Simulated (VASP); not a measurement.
# WSe2 in VASP: notebook, part 2 of 2

VASP 6.6.1. Earlier steps stand in the parts before.

## Step 5: Single point, PBEsol (atom 1 (W) moved +0.150 Å along Cartesian [0 0 1])

INCAR reads:

```
  PREC = Accurate
  ENCUT = 520
  EDIFF = 1E-6
  ISMEAR = 0
  SIGMA = 0.05
  LREAL = F
  LASPH = T
  NELM = 100
  ALGO = Normal
  ISIF = 2
  LWAVE = F
  LCHARG = F
  GGA = PS
  NBANDS = 20
```

KPOINTS reads:

```
Automatic mesh
0
Gamma
  12 12 2
```

POSCAR reads:

```
WSe2
1.0
    3.2702526784      0.0000000000      0.0000000000
   -1.6351263392      2.8321218963      0.0000000000
    0.0000000000      0.0000000000     16.6612169706
W Se
1 2
Direct
    0.0000000000      0.0000000000      0.0090029438
    0.3333333333      0.6666666667      0.1003992721
    0.3333333333      0.6666666667      0.8996007279
```

Potentials or basis: VASP PAW PBE potentials, release 64 (W_sv, Se).

On the command line:

```
> cat potpaw_PBE.64/W_sv/POTCAR potpaw_PBE.64/Se/POTCAR > POTCAR
> mpirun -np 1 vasp_std > vasp.out
```

OUTCAR:

```text
PREC = Accurate
   ENCUT = 520
   EDIFF = 1E-6
   ISMEAR = 0
   LREAL = F
   LASPH = T
   NELM = 100
   ISIF = 2
   GGA = PS

 ion  position               nearest neighbor table
   1  0.000  0.000  0.009-   2 2.43   2 2.43   2 2.43   3 2.62   3 2.62   3 2.62
   2  0.333  0.667  0.100-   1 2.43   1 2.43   1 2.43
   3  0.333  0.667  0.900-   1 2.62   1 2.62   1 2.62

  LATTYP: Found a hexagonal cell.
 ALAT       =     3.2702526784
 C/A-ratio  =     5.0947797033

  Lattice vectors:

 A1 = (   3.2702526784,   0.0000000000,   0.0000000000)
 A2 = (  -1.6351263392,   2.8321218963,   0.0000000000)
 A3 = (   0.0000000000,   0.0000000000,  16.6612169706)

Analysis of symmetry for initial positions (statically):
=====================================================================
 Subroutine PRICEL returns:
 Original cell was already a primitive cell.

 Routine SETGRP: Setting up the symmetry group for a
 hexagonal supercell.

 Subroutine GETGRP returns: Found  6 space group operations
 (whereof  6 operations were pure point group operations)
 out of a pool of 24 trial point group operations.

The static configuration has the point symmetry C_3v.

Analysis of symmetry for dynamics (positions and initial velocities):
=====================================================================
 Subroutine PRICEL returns:
 Original cell was already a primitive cell.

 Routine SETGRP: Setting up the symmetry group for a
 hexagonal supercell.

 Subroutine GETGRP returns: Found  6 space group operations
 (whereof  6 operations were pure point group operations)
 out of a pool of 24 trial point group operations.

The dynamic configuration has the point symmetry C_3v.

 Subroutine INISYM returns: Found  6 space group operations
 (whereof  6 operations are pure point group operations),
 and found     1 'primitive' translations

----------------------------------------------------------------------------------------

                                     Primitive cell

  volume of cell :     154.3121

  direct lattice vectors                    reciprocal lattice vectors
     3.270252678  0.000000000  0.000000000     0.305786769  0.176546073  0.000000000
    -1.635126339  2.832121896  0.000000000     0.000000000  0.353092147  0.000000000
     0.000000000  0.000000000 16.661216971     0.000000000  0.000000000  0.060019625

  length of vectors
     3.270252678  3.270252678 16.661216971     0.353092147  0.353092147  0.060019625

  position of ions in fractional coordinates (direct lattice)
     0.000000000  0.000000000  0.009002944
     0.333333333  0.666666667  0.100399272
     0.333333333  0.666666667  0.899600728

  ion indices of the primitive-cell ions
   primitive index   ion index
                 1           1
                 2           2
                 3           3

----------------------------------------------------------------------------------------

 KPOINTS: Automatic mesh

Automatic generation of k-mesh.
 Grid dimensions read from file:
 generate k-points for:   12   12    2

 Generating k-lattice:

  Cartesian coordinates                     Fractional coordinates (reciprocal lattice)
     0.025482231  0.014712173  0.000000000     0.083333333  0.000000000  0.000000000
     0.000000000  0.029424346  0.000000000     0.000000000  0.083333333  0.000000000
     0.000000000  0.000000000  0.030009813     0.000000000  0.000000000  0.500000000

  Length of vectors
     0.029424346  0.029424346  0.030009813

  Shift w.r.t. Gamma in fractional coordinates (k-lattice)
     0.000000000  0.000000000  0.000000000

 Subroutine IBZKPT returns following result:
 ===========================================

 Found     38 irreducible k-points:

 Following reciprocal coordinates:
            Coordinates               Weight
  0.000000  0.000000  0.000000      1.000000
  0.083333  0.000000  0.000000      6.000000
  0.166667  0.000000  0.000000      6.000000
  0.250000 -0.000000  0.000000      6.000000
  0.333333  0.000000  0.000000      6.000000
  0.416667  0.000000  0.000000      6.000000
[... 16 lines left out ...]
  0.250000 -0.000000  0.500000      6.000000
  0.333333  0.000000  0.500000      6.000000
 [... further k-points ...]
   k-points           NKPTS =     38   k-points in BZ     NKDIM =     38   number of bands    NBANDS=     20
   number of dos      NEDOS =    301   number of ions     NIONS =      3
   total plane-waves  NPLWV =  72576
   dimension x,y,z NGX =    24 NGY =   24 NGZ =  126
   dimension x,y,z NGXF=    48 NGYF=   48 NGZF=  252
   ions per type =               1   2
   NGX,Y,Z   is equivalent  to a cutoff of  12.20, 12.20, 12.57 a.u.
   NGXF,Y,Z  is equivalent  to a cutoff of  24.40, 24.40, 25.14 a.u.
 SYSTEM =  unknown system
   PREC   = accura    normal or accurate (medium, high low for compatibility)
   ISTART =      0    job   : 0-new  1-cont  2-samecut
   ICHARG =      2    charge: 1-file 2-atom 10-const
   ISPIN  =      1    spin polarized calculation?
   LNONCOLLINEAR =      F non collinear calculations
   LSORBIT =      F    spin-orbit coupling
   LASPH  =      T    aspherical Exc in radial PAW
   ENCUT  =  520.0 eV  38.22 Ry    6.18 a.u.   6.08  6.08 30.98*2*pi/ulx,y,z
   NELM   =    100;   NELMIN=  2; NELMDL= -5     # of ELM steps
   EDIFF  = 0.1E-05   stopping-criterion for ELM
   LREAL  =      F    real-space projection
   EDIFFG = 0.1E-04   stopping-criterion for IOM
   NSW    =      0    number of steps for IOM
   IBRION =     -1    ionic relax: 0-MD 1-quasi-New 2-CG
   NFREE  =      0    steps in history (QN), initial steepest desc. (CG)
   ISIF   =      2    stress and relaxation
   ISYM   =      2    0-nonsym 1-usesym 2-fastsym
   POTIM  = 0.5000    time-step for ionic-motion
   TEBEG  =    0.0;   TEEND  =   0.0 temperature during run
   PSTRESS=    0.0 pullay stress
   NELECT =      26.0000    total number of electrons
   NUPDOWN=      -1.0000    fix difference up-down
   EMIN   =  10.00;   EMAX   =-10.00  energy-range for DOS
   EFERMI =   0.00;   METHOD = LEGACY
   ISMEAR =     0;   SIGMA  =   0.05  broadening in eV -4-tet -1-fermi 0-gaus
   EFERMI_NEDOS =   21; number of points for ismear=-14 and -15
   IALGO  =     38    algorithm
   IMIX   =      4    mixing-type and parameters
     AMIX     =   0.40;   BMIX     =  1.00
     AMIX_MAG =   1.60;   BMIX_MAG =  1.00
  volume/ion in A,a.u.               =      51.44       347.12
  Fermi-wavevector in a.u.,A,eV,Ry     =   0.904203  1.708696 11.123894  0.817583
  Thomas-Fermi vector in A             =   2.027621
   LORBIT       =      0    0 simple, 1 ext, 2 COOP (PROOUT), +10 PAW based schemes
   GGA     = PS    functional components
   LHFCALC =     F    Hartree Fock is set to
   AEXX    =    0.0000 exact exchange contribution
   IVDW    =     0    specifies the selected vdW correction
   LEPSILON=     F    determine dielectric tensor
   LRPA    =     F    only Hartree local field effects (RPA)
 non-spin polarized calculation
 Gauss-broadening in eV      SIGMA  =   0.05
  energy-cutoff  :      520.00
  volume of cell :      154.31
 maximum number of plane-waves:      4212
   NGX = 13   NGY = 13   NGZ = 61

 number of electron      25.9999999 magnetization

 Free energy of the ion-electron system (eV)
  ---------------------------------------------------
  ext. energy  EPLUGINS =         0.00000000
  ---------------------------------------------------
  free energy    TOTEN  =       -22.89926794 eV

  energy without entropy =      -22.89926794  energy(sigma->0) =      -22.89926794

 E-fermi :  -0.5642     XC(G=0):  -4.8473

 val. band max:       -0.9466308362   @ k =   0.3333   0.3333   0.0000
 cond. band min:       0.6326019944   @ k =   0.1667   0.1667   0.0000
 fundamental gap:      1.5792328305
 Fermi energy:        -0.5641661818

 k-point     1 :       0.0000    0.0000    0.0000
  band No.  band energies     occupation
      1     -74.7705      2.00000
      2     -39.0489      2.00000
      3     -38.9001      2.00000
      4     -38.9001      2.00000
      5     -15.7835      2.00000
      6     -14.4098      2.00000
[... 12 lines left out ...]
     19       4.2177      0.00000
     20       4.4455      0.00000
[... 507 lines left out ...]
 k-point    24 :       0.3333    0.0000    0.5000
  band No.  band energies     occupation
      1     -74.7618      2.00000
      2     -39.0927      2.00000
      3     -39.0109      2.00000
      4     -38.9452      2.00000
      5     -14.4221      2.00000
      6     -13.6421      2.00000
[... 12 lines left out ...]
     19       5.8178      0.00000
     20       5.8924      0.00000

 [... further k-points ...]

------------------------ aborting loop because EDIFF is reached ----------------------------------------

  FORCE on cell =-STRESS in cart. coord.  units (eV):
  Direction    XX          YY          ZZ          XY          YZ          ZX
  --------------------------------------------------------------------------------------
  -------------------------------------------------------------------------------------
  Total        0.9435481      0.9435481      0.8231967      0.0000000      0.0000000      0.0000000
  in kB        9.7965840      9.7965840      8.5470102      0.0000000      0.0000000      0.0000000
  external PRESSURE =       9.3800594 kB  Pullay stress =       0.0000000 kB

 VOLUME and BASIS-vectors are now :
 -----------------------------------------------------------------------------
  energy-cutoff  :      520.00
  volume of cell :      154.31
      direct lattice vectors                 reciprocal lattice vectors
     3.270252678  0.000000000  0.000000000     0.305786769  0.176546073  0.000000000
    -1.635126339  2.832121896  0.000000000     0.000000000  0.353092147  0.000000000
     0.000000000  0.000000000 16.661216971     0.000000000  0.000000000  0.060019625

 POSITION                                       TOTAL-FORCE (eV/Angst)
 -----------------------------------------------------------------------------------
      0.00000      0.00000      0.15000        -0.000000      0.000000     -4.457456
     -0.00000      1.88808      1.67277         0.000000      0.000000      2.677865
     -0.00000      1.88808     14.98844         0.000000     -0.000000      1.779590
 -----------------------------------------------------------------------------------
    total drift:                                0.000000     -0.000000      0.000467

  FREE ENERGIE OF THE ION-ELECTRON SYSTEM (eV)
  ---------------------------------------------------
  free  energy   TOTEN  =       -22.8992679418 eV

  energy  without entropy=      -22.8992679418  energy(sigma->0) =      -22.89926794
```

stdout:

```text
POSCAR found type information on POSCAR W Se
 POSCAR found :  2 types and       3 ions
 scaLAPACK will be used
 -----------------------------------------------------------------------------
|                                                                             |
|                                                                             |
|     You enforced a specific xc type in the INCAR file but a different       |
|     I HOPE YOU KNOW WHAT YOU ARE DOING!                                     |
|                                                                             |
 -----------------------------------------------------------------------------

 LDA part: xc-table for (Slater+PW92), standard interpolation
 POSCAR, INCAR and KPOINTS ok, starting setup
 FFT: planning ... GRIDC
 FFT: planning ... GRID_SOFT
 FFT: planning ... GRID
 WAVECAR not read
 entering main loop
```

It took 3.6 min on 1 thread of Intel Xeon 8259CL, shared host; peak memory 0.32 GiB.

What came out:

- Free energy: -22.8993 eV
- Largest force: 4.457 eV/Å
- Band gap on the k mesh: 1.58 eV (least direct gap 1.70 eV)

Forces in eV/Å, atoms in the order of the input:
```
W    0.000  0.000 -4.457
Se   0.000  0.000  2.678
Se   0.000  0.000  1.780
```

Levels at points of the mesh, in eV from the valence-band top:
| k point | band 11 | band 12 | band 13 | band 14 | band 15 | band 16 |
| --- | --- | --- | --- | --- | --- | --- |
| (0.00, 0.00, 0.00) | -0.90 | -0.90 | -0.01 | 2.85 | 2.85 | 3.79 |
| (0.50, 0.00, 0.00) | -2.09 | -0.83 | -0.64 | 2.58 | 2.84 | 3.68 |
| (0.00, 0.00, 0.50) | -0.90 | -0.90 | -0.01 | 2.85 | 2.85 | 3.79 |
| (0.50, 0.00, 0.50) | -2.09 | -0.83 | -0.64 | 2.58 | 2.84 | 3.68 |

Caveat: the cell differs from its parent crystal (atom 1 (W) moved +0.150 Å along Cartesian [0 0 1]); the PAW data sets were made with another functional, which shifts forces and pressure a little; spin-orbit coupling is left out, which moves the levels of the heavy elements.

## Step 6: Overview

```tsv
cell	gap on the mesh (eV)	largest force (eV/Å)
as given, atomic positions A	none	12.53
as given, atomic positions B	none	10.78
as given, atomic positions C	0.63	8.50
as given, atomic positions D	1.58	4.46
```

Alike in all rows: task single point; level PBEsol; potentials or basis VASP PAW PBE potentials, release 64 (W_sv, Se); no spin polarisation; k mesh 12 × 12 × 2; cutoff (eV) 520; smearing gaussian 0.05 eV.

Caveats: the PAW data sets were made with another functional, which shifts forces and pressure a little; spin-orbit coupling is left out, which moves the levels of the heavy elements.

Total energies depend on the potentials used, so only differences within one code and one set of settings carry meaning.
